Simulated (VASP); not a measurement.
# Rh (P6_3/mmc) in VASP: settings compared, part 2 of 2

VASP 6.6.1. Earlier steps stand in the parts before.

## (3) Single point, PBEsol (12.97 Å³/atom)

This run uses another cell than the first one, of 12.97 Å³/atom.

Contents of INCAR:

```
ALGO = Normal ; EDIFF = 1E-7
ENCUT = 520 ; GGA = PS
ISIF = 2 ; ISMEAR = -1
LASPH = True ; LCHARG = True
LELF = True ; LREAL = False
LVHAR = True ; LWAVE = False
NBANDS = 38 ; NELM = 80
PREC = Accurate ; SIGMA = 0.05
```

Contents of KPOINTS:

```
k-points
0
Gamma
  11 11 3
```

Contents of POSCAR:

```
Rh
1.0
    2.6367956413      0.0000000000      0.0000000000
   -1.3183978206      2.2835320100      0.0000000000
    0.0000000000      0.0000000000      8.6184672829
Rh
4
Direct
    0.6666666667      0.3333333333      0.7500000000
    0.0000000000      0.0000000000      0.5000000000
    0.3333333333      0.6666666667      0.2500000000
    0.0000000000      0.0000000000      0.0000000000
```

Potentials or basis: VASP PAW PBE potentials, release 64 (Rh_pv).

Run with:

```bash
$ cat potpaw_PBE.64/Rh_pv/POTCAR > POTCAR
$ mpirun -np 1 vasp_std > vasp.out
```

OUTCAR:

```text
EDIFF = 1E-7
   ENCUT = 520
   GGA = PS
   ISIF = 2
   ISMEAR = -1
   LASPH = True
   LREAL = False
   NELM = 80
   PREC = Accurate

 ion  position               nearest neighbor table
   1  0.667  0.333  0.750-   2 2.64   4 2.64   2 2.64   4 2.64   2 2.64   4 2.64
   2  0.000  0.000  0.500-   1 2.64   3 2.64   1 2.64   3 2.64   1 2.64   3 2.64
   3  0.333  0.667  0.250-   2 2.64   4 2.64   2 2.64   4 2.64   2 2.64   4 2.64
   4  0.000  0.000  0.000-   1 2.64   3 2.64   1 2.64   3 2.64   1 2.64   3 2.64

  LATTYP: Found a hexagonal cell.
 ALAT       =     2.6367956413
 C/A-ratio  =     3.2685382014

  Lattice vectors:

 A1 = (   2.6367956413,   0.0000000000,   0.0000000000)
 A2 = (  -1.3183978206,   2.2835320100,   0.0000000000)
 A3 = (   0.0000000000,   0.0000000000,   8.6184672829)

Analysis of symmetry for initial positions (statically):
=====================================================================
 Subroutine PRICEL returns:
 Original cell was already a primitive cell.

 Routine SETGRP: Setting up the symmetry group for a
 hexagonal supercell.

 Subroutine GETGRP returns: Found 24 space group operations
[... 170 lines left out ...]

 E-fermi :  12.8777     XC(G=0): -14.5944

 val. band max:       12.8701356451   @ k =   0.3636   0.0000   0.3333
 cond. band min:      12.8799978043   @ k =   0.3636   0.2727   0.3333
 fundamental gap:      0.0098621592
 Fermi energy:        12.8776825082

 k-point     1 :       0.0000    0.0000    0.0000
  band No.  band energies     occupation
      1     -34.4756      2.00000
      2     -34.0366      2.00000
      3     -34.0362      2.00000
      4     -33.6866      2.00000
      5     -33.6866      2.00000
      6     -33.6297      2.00000
[... 973 lines left out ...]
     37      23.6597      0.00000
     38      26.5420      0.00000

 [... further k-points ...]

------------------------ aborting loop because EDIFF is reached ----------------------------------------

  FORCE on cell =-STRESS in cart. coord.  units (eV):
  Direction    XX          YY          ZZ          XY          YZ          ZX
  --------------------------------------------------------------------------------------
  -------------------------------------------------------------------------------------
  Total        4.6370084      4.6370084      4.0125600      0.0000000      0.0000000     -0.0000000
  in kB      143.1643376    143.1643376    123.8849375      0.0000000      0.0000000     -0.0000000
  external PRESSURE =     136.7378709 kB  Pullay stress =       0.0000000 kB

 VOLUME and BASIS-vectors are now :
 -----------------------------------------------------------------------------
  energy-cutoff  :      520.00
  volume of cell :       51.89
      direct lattice vectors                 reciprocal lattice vectors
     2.636795641  0.000000000  0.000000000     0.379248200  0.218959050  0.000000000
    -1.318397821  2.283532010  0.000000000     0.000000000  0.437918100  0.000000000
     0.000000000  0.000000000  8.618467283     0.000000000  0.000000000  0.116029912

 POSITION                                       TOTAL-FORCE (eV/Angst)
 -----------------------------------------------------------------------------------
      1.31840      0.76118      6.46385         0.000000     -0.000000      0.000000
      0.00000      0.00000      4.30923         0.000000      0.000000     -0.000000
     -0.00000      1.52235      2.15462        -0.000000      0.000000     -0.000000
      0.00000      0.00000      0.00000         0.000000      0.000000     -0.000000
 -----------------------------------------------------------------------------------
    total drift:                                0.000000     -0.000000      0.000000

  FREE ENERGIE OF THE ION-ELECTRON SYSTEM (eV)
  ---------------------------------------------------
  free  energy   TOTEN  =       -32.3955560897 eV

  energy  without entropy=      -32.3483857185  energy(sigma->0) =      -32.37197090
```

OSZICAR:

```text
N       E                     dE             d eps       ncg     rms          rms(c)
DAV:   1     0.775170244112E+03    0.77517E+03   -0.36700E+04  2480   0.185E+03
DAV:   2    -0.889829344774E+01   -0.78407E+03   -0.76148E+03  2558   0.577E+02
DAV:   3    -0.345723575117E+02   -0.25674E+02   -0.25047E+02  2684   0.114E+02
DAV:   4    -0.348202695948E+02   -0.24791E+00   -0.24772E+00  2698   0.114E+01
DAV:   5    -0.348245260218E+02   -0.42564E-02   -0.42563E-02  2744   0.150E+00    0.257E+01
DAV:   6    -0.325200243618E+02    0.23045E+01   -0.65564E+00  2660   0.198E+01    0.869E+00
DAV:   7    -0.324260992014E+02    0.93925E-01   -0.33040E-01  2732   0.458E+00    0.339E+00
DAV:   8    -0.324830248769E+02   -0.56926E-01   -0.69459E-01  2630   0.803E+00    0.327E+00
DAV:   9    -0.323961550680E+02    0.86870E-01   -0.30445E-01  2624   0.482E+00    0.707E-01
DAV:  10    -0.323955752536E+02    0.57981E-03   -0.49460E-03  2648   0.533E-01    0.476E-02
DAV:  11    -0.323955557314E+02    0.19522E-04   -0.12438E-04  2792   0.103E-01    0.236E-02
DAV:  12    -0.323955576156E+02   -0.18842E-05   -0.19571E-05  2702   0.510E-02    0.841E-03
DAV:  13    -0.323955568093E+02    0.80632E-06   -0.81590E-07  2686   0.101E-02    0.357E-03
DAV:  14    -0.323955561049E+02    0.70438E-06   -0.46748E-07  2348   0.728E-03    0.436E-04
DAV:  15    -0.323955560897E+02    0.15205E-07   -0.16809E-08  1366   0.119E-03
   1 F= -.32395556E+02 E0= -.32371971E+02  d E =-.471704E-01
```

stdout:

```text
POSCAR found type information on POSCAR Rh
 POSCAR found :  1 types and       4 ions
 scaLAPACK will be used
 -----------------------------------------------------------------------------
|                                                                             |
|                                                                             |
|     You enforced a specific xc type in the INCAR file but a different       |
|     I HOPE YOU KNOW WHAT YOU ARE DOING!                                     |
|                                                                             |
 -----------------------------------------------------------------------------

 LDA part: xc-table for (Slater+PW92), standard interpolation
 POSCAR, INCAR and KPOINTS ok, starting setup
 FFT: planning ... GRIDC
 FFT: planning ... GRID_SOFT
 FFT: planning ... GRID
 WAVECAR not read
 entering main loop
```

It took 66 s on 1 thread of Intel Xeon Platinum 8259CL at 2.50GHz (Skylake/Cascade Lake), shared host; peak memory 0.18 GiB.

Results:

```
Free energy            : -32.3956 eV
Pressure               : 13.7 GPa
Band gap on the k mesh : zero (bands 30 and 31 overlap by 1.81 eV)
```

Caveat: the cell stands under pressure; the PAW data sets were made with another functional, which shifts forces and pressure a little.

## (4) Single point, PBEsol (14.63 Å³/atom)

This run uses another cell than the first one, of 14.63 Å³/atom.

Contents of INCAR:

```
  PREC = Accurate
  ENCUT = 520
  EDIFF = 1E-7
  ISMEAR = -1
  SIGMA = 0.05
  LREAL = F
  LASPH = T
  NELM = 80
  ALGO = Fast
  ISIF = 2
  LWAVE = F
  LCHARG = T
  GGA = PS
  LELF = T
  LVHAR = T
  NBANDS = 38
```

Contents of KPOINTS:

```
regular mesh
0
Gamma
  11 11 3
```

Contents of POSCAR:

```
Rh
1.0
    2.7445373327      0.0000000000      0.0000000000
   -1.3722686664      2.3768390518      0.0000000000
    0.0000000000      0.0000000000      8.9706251171
Rh
4
Direct
    0.6666666667      0.3333333333      0.7500000000
    0.0000000000      0.0000000000      0.5000000000
    0.3333333333      0.6666666667      0.2500000000
    0.0000000000      0.0000000000      0.0000000000
```

Run with:

```bash
$ cat potpaw_PBE.64/Rh_pv/POTCAR > POTCAR
$ mpirun -np 1 vasp_std > vasp.out
```

Run time: 87 s. Hardware: 1 thread of Intel Xeon Platinum 8259CL at 2.50GHz (Skylake/Cascade Lake), shared host; peak memory 0.19 GiB.

Results (log left out):

* Free energy: -32.2101 eV
* Pressure: -18.8 GPa
* Band gap on the k mesh: zero (bands 30 and 31 overlap by 1.48 eV)

Stress tensor (GPa, compression positive):
```
-18.32   0.00   0.00
  0.00 -18.32   0.00
  0.00   0.00 -19.80
```

Levels at points of the mesh, in eV from the Fermi level:
```tsv
k point	band 27	band 28	band 29	band 30	band 31	band 32
(0.00, 0.00, 0.00)	-2.40	-1.30	-1.30	-0.76	-0.76	-0.32
```

Caveat: the cell stands under tension; the PAW data sets were made with another functional, which shifts forces and pressure a little.

## (5) Single point, PBEsol, non-collinear spin, zero start, spin-orbit coupling

This run uses another cell than the first one, of 13.80 Å³/atom.

Contents of INCAR:

```
  PREC = Accurate
  ENCUT = 520
  EDIFF = 1E-7
  ISMEAR = -1
  SIGMA = 0.05
  LREAL = False
  LASPH = True
  NELM = 150
  ALGO = Normal
  ISIF = 2
  LWAVE = False
  LCHARG = True
  MAGMOM = 0 0 0 0 0 0 0 0 0 0 0 0
  LORBIT = 11
  LSORBIT = True
  GGA_COMPAT = False
  LORBMOM = True
  LMAXMIX = 4
  GGA = PS
  LVHAR = True
  NBANDS = 74
  LUSENCCL = False
```

Contents of KPOINTS:

```
Automatic mesh
0
Gamma
  11 11 3
```

Contents of POSCAR:

```
Rh
1.0
    2.6917446234      0.0000000000      0.0000000000
   -1.3458723117      2.3311192244      0.0000000000
    0.0000000000      0.0000000000      8.7980701300
Rh
4
Direct
    0.6666666667      0.3333333333      0.7500000000
    0.0000000000      0.0000000000      0.5000000000
    0.3333333333      0.6666666667      0.2500000000
    0.0000000000      0.0000000000      0.0000000000
```

Potentials or basis: VASP PAW PBE potentials, release 64 (Rh_pv).

Run with:

```bash
$ cat potpaw_PBE.64/Rh_pv/POTCAR > POTCAR
$ mpirun -np 1 vasp_ncl > vasp.out
```

OUTCAR:

```text
PREC = Accurate
   ENCUT = 520
   EDIFF = 1E-7
   ISMEAR = -1
   LREAL = False
   LASPH = True
   NELM = 150
   ISIF = 2
   LORBIT = 11
   LSORBIT = True
   GGA = PS

 ion  position               nearest neighbor table
   1  0.667  0.333  0.750-   2 2.69   4 2.69   2 2.69   4 2.69   2 2.69   4 2.69
   2  0.000  0.000  0.500-   1 2.69   3 2.69   1 2.69   3 2.69   1 2.69   3 2.69
   3  0.333  0.667  0.250-   2 2.69   4 2.69   2 2.69   4 2.69   2 2.69   4 2.69
   4  0.000  0.000  0.000-   1 2.69   3 2.69   1 2.69   3 2.69   1 2.69   3 2.69

  LATTYP: Found a hexagonal cell.
 ALAT       =     2.6917446234
 C/A-ratio  =     3.2685382014

  Lattice vectors:

 A1 = (   2.6917446234,   0.0000000000,   0.0000000000)
 A2 = (  -1.3458723117,   2.3311192244,   0.0000000000)
 A3 = (   0.0000000000,   0.0000000000,   8.7980701300)

Analysis of symmetry for initial positions (statically):
=====================================================================
 Subroutine PRICEL returns:
 Original cell was already a primitive cell.

 Routine SETGRP: Setting up the symmetry group for a
 hexagonal supercell.

 Subroutine GETGRP returns: Found 24 space group operations
 (whereof 12 operations were pure point group operations)
 out of a pool of 24 trial point group operations.

The static configuration has the point symmetry D_3d.
 The point group associated with its full space group is D_6h.

Analysis of symmetry for dynamics (positions and initial velocities):
=====================================================================
 Subroutine PRICEL returns:
 Original cell was already a primitive cell.

 Routine SETGRP: Setting up the symmetry group for a
 hexagonal supercell.

 Subroutine GETGRP returns: Found 24 space group operations
 (whereof 12 operations were pure point group operations)
 out of a pool of 24 trial point group operations.

The dynamic configuration has the point symmetry D_3d.
 The point group associated with its full space group is D_6h.

Analysis of structural, dynamic, and magnetic symmetry:
=====================================================================
 Subroutine PRICEL returns:
 Original cell was already a primitive cell.

 Routine SETGRP: Setting up the symmetry group for a
 hexagonal supercell.

 Subroutine GETGRP returns: Found 24 space group operations
 (whereof 12 operations were pure point group operations)
 out of a pool of 24 trial point group operations.

The overall configuration has the point symmetry D_3d.
 The point group associated with its full space group is D_6h.

 Subroutine INISYM returns: Found 24 space group operations
 (whereof 12 operations are pure point group operations),
 and found     1 'primitive' translations

----------------------------------------------------------------------------------------

                                     Primitive cell

  volume of cell :      55.2059

[... 1961 lines left out ...]
  -------------------------------------------------------------------------------------
  Total       -1.6295119     -1.6295119     -2.2063878      0.0000000      0.0000000     -0.0000000
  in kB      -47.2914197    -47.2914197    -64.0334148      0.0000000      0.0000000     -0.0000000
  external PRESSURE =     -52.8720847 kB  Pullay stress =       0.0000000 kB

 VOLUME and BASIS-vectors are now :
 -----------------------------------------------------------------------------
  energy-cutoff  :      520.00
  volume of cell :       55.21
      direct lattice vectors                 reciprocal lattice vectors
     2.691744623  0.000000000  0.000000000     0.371506268  0.214489244 -0.000000000
    -1.345872312  2.331119224  0.000000000     0.000000000  0.428978488  0.000000000
     0.000000000  0.000000000  8.798070130     0.000000000 -0.000000000  0.113661290

 POSITION                                       TOTAL-FORCE (eV/Angst)
 -----------------------------------------------------------------------------------
      1.34587      0.77704      6.59855        -0.000000     -0.000000      0.000000
      0.00000      0.00000      4.39904         0.000000      0.000000     -0.000000
     -0.00000      1.55408      2.19952         0.000000      0.000000      0.000000
      0.00000      0.00000      0.00000        -0.000000      0.000000     -0.000000
 -----------------------------------------------------------------------------------
    total drift:                                0.000000     -0.000000      0.000000

  FREE ENERGIE OF THE ION-ELECTRON SYSTEM (eV)
  ---------------------------------------------------
  free  energy   TOTEN  =       -33.0915191111 eV

  energy  without entropy=      -33.0407004855  energy(sigma->0) =      -33.06610980

 orbital moment (x)

 # of ion     p       d       tot
 ----------------------------------------
  1        -0.000  -0.000  -0.000
  2        -0.000  -0.000  -0.000
  3        -0.000   0.000   0.000
  4        -0.000   0.000   0.000
 ----------------------------------------
           -0.000   0.000   0.000

 orbital moment (y)

 # of ion     p       d       tot
 ----------------------------------------
  1        -0.000   0.000   0.000
  2         0.000   0.000   0.000
  3        -0.000   0.000   0.000
  4        -0.000   0.000  -0.000
 ----------------------------------------
           -0.000   0.000   0.000

 orbital moment (z)

 # of ion     p       d       tot
 ----------------------------------------
  1         0.000  -0.000  -0.000
  2         0.000   0.000   0.000
  3         0.000  -0.000  -0.000
  4         0.000  -0.000  -0.000
 ----------------------------------------
            0.000  -0.000  -0.000

 Spin-Orbit-Coupling matrix elements

 Ion:    1  E_soc:     -0.3086381
 l=   1
     0.0000000    -0.0413737    -0.0413922
    -0.0413737     0.0000000    -0.0413737
    -0.0413922    -0.0413737     0.0000000
 l=   2
     0.0000000    -0.0021043     0.0000000    -0.0021043    -0.0078809
    -0.0021043     0.0000000    -0.0059049    -0.0020712    -0.0021043
     0.0000000    -0.0059049     0.0000000    -0.0059049     0.0000000
    -0.0021043    -0.0020712    -0.0059049     0.0000000    -0.0021043
    -0.0078809    -0.0021043     0.0000000    -0.0021043     0.0000000
 l=   3
     0.0000000     0.0000000     0.0000000     0.0000000     0.0000000     0.0000000     0.0000000
     0.0000000     0.0000000     0.0000000     0.0000000     0.0000000     0.0000000     0.0000000
     0.0000000     0.0000000     0.0000000     0.0000000     0.0000000     0.0000000     0.0000000
     0.0000000     0.0000000     0.0000000     0.0000000     0.0000000     0.0000000     0.0000000
[... 49 lines left out ...]
 l=   2
     0.0000000    -0.0021887     0.0000000    -0.0021887    -0.0083113
    -0.0021887     0.0000000    -0.0060282    -0.0023087    -0.0021887
     0.0000000    -0.0060282     0.0000000    -0.0060282     0.0000000
    -0.0021887    -0.0023087    -0.0060282     0.0000000    -0.0021887
    -0.0083113    -0.0021887     0.0000000    -0.0021887     0.0000000
 l=   3
     0.0000000     0.0000000     0.0000000     0.0000000     0.0000000     0.0000000     0.0000000
     0.0000000     0.0000000     0.0000000     0.0000000     0.0000000     0.0000000     0.0000000
     0.0000000     0.0000000     0.0000000     0.0000000     0.0000000     0.0000000     0.0000000
     0.0000000     0.0000000     0.0000000     0.0000000     0.0000000     0.0000000     0.0000000
     0.0000000     0.0000000     0.0000000     0.0000000     0.0000000     0.0000000     0.0000000
     0.0000000     0.0000000     0.0000000     0.0000000     0.0000000     0.0000000     0.0000000
     0.0000000     0.0000000     0.0000000     0.0000000     0.0000000     0.0000000     0.0000000

 total charge

# of ion       s       p       d       tot
------------------------------------------
    1        0.405   6.306   7.061  13.772
    2        0.405   6.305   7.058  13.769
    3        0.405   6.306   7.061  13.772
    4        0.405   6.305   7.058  13.769
--------------------------------------------------
tot          1.621  25.223  28.238  55.082

 magnetization (x)

# of ion       s       p       d       tot
------------------------------------------
    1        0.000   0.000   0.000   0.000
    2        0.000   0.000  -0.000  -0.000
    3        0.000   0.000   0.000   0.000
    4        0.000   0.000   0.000   0.000
--------------------------------------------------
tot          0.000   0.000   0.000   0.000

 magnetization (y)

# of ion       s       p       d       tot
------------------------------------------
    1        0.000   0.000  -0.000  -0.000
    2        0.000  -0.000   0.000   0.000
    3        0.000   0.000  -0.000  -0.000
    4       -0.000  -0.000  -0.000  -0.000
--------------------------------------------------
tot          0.000  -0.000  -0.000  -0.000

 magnetization (z)

# of ion       s       p       d       tot
------------------------------------------
    1        0.000   0.000   0.000   0.000
    2       -0.000  -0.000   0.000  -0.000
    3        0.000   0.000   0.000   0.000
    4       -0.000  -0.000   0.000  -0.000
--------------------------------------------------
tot         -0.000  -0.000   0.000  -0.000
```

It took 88 s on 1 × NVIDIA H100 80GB with 1 thread of Intel Xeon Platinum 8481C at 2.70GHz (Sapphire Rapids), shared host; peak memory 1.4 GiB.

What came out:

```
Free energy                                           : -33.0915 eV
Pressure                                              : -5.3 GPa
Net moment                                            : 0.00 μB per cell
Valence electrons inside the program's atomic spheres : Rh 13.77
```

Moments on the atoms (μB; x, y, z):
```
Rh  0.00 0.00 0.00
Rh  0.00 0.00 0.00
Rh  0.00 0.00 0.00
Rh  0.00 0.00 0.00
```

Caveat: the cell stands under tension; the PAW data sets were made with another functional, which shifts forces and pressure a little.

## (6) Overview

| level | potentials or basis | spin | cell | cutoff (eV) | gap on the mesh (eV) | pressure (GPa) |
| --- | --- | --- | --- | --- | --- | --- |
| r2SCAN | VASP PAW PBE potentials, release 64 (Rh_sv_GW) | off | a = 2.655, b = 2.655, c = 8.679 Å, angles 90.0, 90.0, 120.0°, 4 atoms | 580 | none | 9.6 |
| PBEsol | VASP PAW PBE potentials, release 64 (Rh_pv) | off | a = 2.637, b = 2.637, c = 8.618 Å, angles 90.0, 90.0, 120.0°, 4 atoms | 520 | none | 13.7 |
| PBEsol | VASP PAW PBE potentials, release 64 (Rh_pv) | off | a = 2.745, b = 2.745, c = 8.971 Å, angles 90.0, 90.0, 120.0°, 4 atoms | 520 | none | -18.8 |
| PBEsol | VASP PAW PBE potentials, release 64 (Rh_pv) | non-collinear, zero start, SOC | a = 2.692, b = 2.692, c = 8.798 Å, angles 90.0, 90.0, 120.0°, 4 atoms | 520 | - | -5.3 |

Alike in all rows: task single point; k mesh 11 × 11 × 3; smearing fermi-dirac 0.05 eV.

Caveats: the PAW data sets were made with another functional, which shifts forces and pressure a little; the cell stands under pressure (at least some runs); the cell stands under tension (at least some runs).

Total energies depend on the potentials used, so only differences within one code and one set of settings carry meaning.
